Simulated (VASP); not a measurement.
**Sb: density of states with PBEsol**

Sb:

```
Sb
1.0
    -1.57654    1.57654    2.71194
     1.57654   -1.57654    2.71194
     1.57654    1.57654   -2.71194
Sb
1
Direct
  0.00000 0.00000 0.00000
```

```yaml
Program: VASP 6.6.1
Task: density of states
Functional: PBEsol
Potentials_or_basis: VASP PAW PBE potentials, release 64 (Sb)
Cutoff: 520 eV
k_mesh: 12 × 12 × 12
Occupations: fermi-dirac, width 0.05 eV
Spin: no spin polarisation
Dipole_correction: no
k_mesh_for_the_DOS: 18 × 18 × 18
Occupations_for_the_DOS: tetrahedron
Further_INCAR_settings: ALGO = Normal; EDIFF = 1e-07
```

```
Valence electrons inside the program's atomic spheres : Sb 2.34
```

Levels at points of the mesh, in eV from the Fermi level:
```tsv
k point	band 1	band 2	band 3	band 4	band 5	band 6
(0.00, 0.00, 0.00)	-12.97	4.63	5.42	5.42	9.40	10.65
(0.50, 0.00, 0.00)	-9.15	-5.83	1.76	5.36	6.10	10.20
(0.50, 0.50, 0.00)	-6.67	-4.41	-1.03	0.57	3.43	4.35
(0.50, 0.50, 0.50)	-9.29	-5.69	2.10	2.10	5.89	6.07
```

Wall time 54 s on 1 thread of Intel(R) Xeon(R) 6975P-C (Granite Rapids), with other jobs on the host, peak memory 0.21 GiB.

Caveat: spin-orbit coupling is left out, which moves the levels of the heavy elements.
